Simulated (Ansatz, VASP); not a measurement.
**Sn in VASP and in Ansatz**

```xyz
1
Lattice="3.1186 0.0000 0.0000 0.0000 3.1186 0.0000 0.0000 0.0000 3.0877" Properties=species:S:1:pos:R:3 pbc="T T T"
Sn    0.0000    0.0000    0.0000
```

Change from the starting cell: x and y stretched by +1 %, z held, crystal datasets.

Alike in both runs: task electric field gradients; functional PBE; k mesh 14 × 14 × 14; occupations fermi-dirac, width 0.03 eV; no spin polarisation.

```csv
,VASP,Ansatz
version,VASP 6.6.1,Ansatz 0.2.0
potentials or method,"VASP PAW PBE potentials, release 64 (Sn_d), cutoff 520 eV","all-electron PAW with datasets made for the crystal, scalar-relativistic"
```

```csv
,VASP,Ansatz,Ansatz less VASP
pressure (GPa),-0.9,-0.9,+0.05
"traceless stress, the component that is largest in VASP (GPa)",0.70,0.70,+0.001
size of Vzz on the site where it differs most (V/Å²),11.2,11.3,+0.14
```

Ansatz ran all-electron here, and VASP with PAW potentials.
